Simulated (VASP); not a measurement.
Wanted: the native input for a VASP 6.6.1 run.

```yaml
Task: single point
Functional: PBEsol
Potentials_or_basis: VASP PAW PBE potentials, release 64 (Pd)
Cutoff: 520 eV
k_mesh: 20 × 20 × 20
Occupations: gaussian, width 0.15 eV
Spin: no spin polarisation
Dipole_correction: no
Further_INCAR_settings: ALGO = Normal; EDIFF = 1e-07; NBANDS = 11
```

The structure of Pd lies in POSCAR:

```
Pd
1.0
    0.0000000000      1.9449000000      1.8865530000
    1.9449000000      0.0000000000      1.8865530000
    1.9449000000      1.9449000000      0.0000000000
Pd
1
Direct
    0.0000000000      0.0000000000      0.0000000000
```

This cell differs from its parent crystal: strain -0.0300 x Voigt [0, 0, 1, 0, 0, 0].

One way to write it, as run:

INCAR

```
SYSTEM = Pd
PREC = Accurate
ENCUT = 520
EDIFF = 1E-7
ISMEAR = 0
SIGMA = 0.15
LREAL = .False.
LASPH = .True.
NELM = 60
ALGO = Normal
ISIF = 2
LWAVE = .False.
LCHARG = .False.
GGA = PS
NBANDS = 11
```

KPOINTS

```
regular mesh
0
Gamma
  20 20 20
  0 0 0
```

Potentials or basis: VASP PAW PBE potentials, release 64 (Pd).

The run is started by

```sh
$ cat potpaw_PBE.64/Pd/POTCAR > POTCAR
$ mpirun -np 1 vasp_std > vasp.out
```

Results of the run:

* Pressure: 3.9 GPa
* Band gap on the k mesh: zero (bands 5 and 6 overlap by 1.77 eV)

Caveat: the cell differs from its parent crystal (strain -0.0300 x Voigt [0, 0, 1, 0, 0, 0]); the cell stands under pressure; the PAW data sets were made with another functional, which shifts forces and pressure a little.

Run time: 99 s on 1 thread of Intel Xeon 8259CL, with other jobs on the host, peak memory 0.21 GiB.
